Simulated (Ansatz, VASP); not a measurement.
# One calculation of NbRu, two programs

```xyz
2
Lattice="3.2464 0.0000 0.0000 0.0000 3.2464 0.0000 0.0000 0.0000 3.2464" Properties=species:S:1:pos:R:3 pbc="T T T"
Nb    0.0000    0.0000    0.0000
Ru    1.6232    1.6232    1.6232
```

Change from the starting cell: volume scaled by 1.06, crystal datasets.

Alike in both runs: task electric field gradients; functional PBEsol; k mesh 11 × 11 × 11; occupations fermi-dirac, width 0.03 eV; no spin polarisation.

```csv
,VASP,Ansatz
version,VASP 6.6.1,Ansatz 0.2.0
potentials or method,"VASP PAW PBE potentials, release 64 (Nb_sv, Ru_pv), cutoff 520 eV","all-electron PAW with datasets made for the crystal, scalar-relativistic"
```

|  | VASP | Ansatz | Ansatz less VASP |
| --- | --- | --- | --- |
| pressure (GPa) | -20.9 | -20.7 | +0.22 |

VASP's potentials were made for PBE, not for PBEsol. Ansatz ran all-electron here, and VASP with PAW potentials.
